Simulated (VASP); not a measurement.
HfZrGe4, 6 atoms in the cell. It takes space group F-43m (No. 216, cubic). The conventional cell has a = 7.531 Å, b = 7.531 Å, c = 7.531 Å, α = 90.00°, β = 90.00°, γ = 90.00°. Zr (site symmetry -43m) has 12 Ge at 3.12 Å and 4 Hf at 3.26 Å within 4.1 Å. Hf (site symmetry -43m) has 12 Ge at 3.12 Å and 4 Zr at 3.26 Å within 4.1 Å. Within 3.5 Å of Ge (site symmetry 3m) lie 6 Ge at 2.66 Å and 3 Zr at 3.12 Å and 3 Hf at 3.12 Å. The cell was built from a structure type or drawn by symmetry, and may not be a known phase.

| Property | Result |
| --- | --- |
| Program | VASP 6.6.1 |
| Task | relaxation of cell and atoms |
| Functional | PBE |
| Potentials or basis | VASP PAW PBE potentials, release 64 (Zr_sv, Hf_pv, Ge_d) |
| Cutoff | 600 eV |
| k mesh | 4 × 4 × 4 |
| Occupations | gaussian, width 0.1 eV |
| Spin | no spin polarisation |
| Dipole correction | no |
| Further INCAR settings | ALGO = Normal; EDIFF = 1e-06; IBRION = 2; EDIFFG = -0.04; NSW = 90; ISIF = 3 |

Potentials or basis: VASP PAW PBE potentials, release 64 (Zr_sv, Hf_pv, Ge_d).

Command:

```console
$ cat potpaw_PBE.64/Zr_sv/POTCAR potpaw_PBE.64/Hf_pv/POTCAR potpaw_PBE.64/Ge_d/POTCAR > POTCAR
$ mpirun -np 1 vasp_std > vasp.out
```

Hardware: 1 thread of Intel Xeon 8259CL, on a shared host.

Q: How long does it take, and how much memory?

A: It took 9.8 min on 1 thread of Intel Xeon 8259CL, with other jobs on the host, peak memory 0.35 GiB. Counts: scf iterations 45, k points 8, ion steps 5.
